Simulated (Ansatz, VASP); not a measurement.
## Sn in VASP and in Ansatz

The input INCAR:

```
SYSTEM = Sn
PREC = Accurate
ENCUT = 520
EDIFF = 1E-7
ISMEAR = -1
SIGMA = 0.05
LREAL = .False.
LASPH = .True.
NELM = 60
ALGO = Normal
ISIF = 2
LWAVE = .False.
LCHARG = .False.
GGA = PE
NBANDS = 21
```

Contents of KPOINTS:

```
regular mesh
0
Gamma
  13 13 7
  0 0 0
```

POSCAR

```
Sn
1.0
    3.3087254081      0.0000000000      0.0000000000
   -1.6543627041      2.8654402575      0.0000000000
    0.0000000000      0.0000000000      5.2638458165
Sn
2
Direct
    0.3333333333      0.6666666667      0.2500000000
    0.6666666667      0.3333333333      0.7500000000
```

Input for Ansatz:

```yaml
crystal:
  lattice:
    - [3.3087254081, 0.0, 0.0]
    - [-1.6543627041, 2.8654402575, 0.0]
    - [0.0, 0.0, 5.2638458165]
  atoms:
    - { symbol: Sn, position: [0.3333333333, 0.6666666667, 0.25] }
    - { symbol: Sn, position: [0.6666666667, 0.3333333333, 0.75] }
kpoints:
  mp_grid: { grid: [13, 13, 7] }
scf:
  occupations: { method: fermi_dirac, width: 0.05 }
hamiltonian:
  xc: pbe
  pseudopotentials: { kind: all_electron, lapw: { basis_error: 0.001 } }
output:
  forces: true
  stress: true
  eigenvalues: true
  populations: true
```

Change from the starting cell: volume scaled by 0.9, LAPW.

Alike in both runs: task single point; functional PBE; k mesh 13 × 13 × 7; occupations fermi-dirac, width 0.05 eV; no spin polarisation.

|  | VASP | Ansatz |
| --- | --- | --- |
| version | VASP 6.6.1 | Ansatz 0.2.0 |
| potentials or method | VASP PAW PBE potentials, release 64 (Sn_d), cutoff 520 eV | all-electron LAPW, scalar-relativistic |

```tsv
	VASP	Ansatz	Ansatz less VASP
pressure (GPa)	6.4	6.5	+0.06
```

Ansatz ran all-electron here, and VASP with PAW potentials.
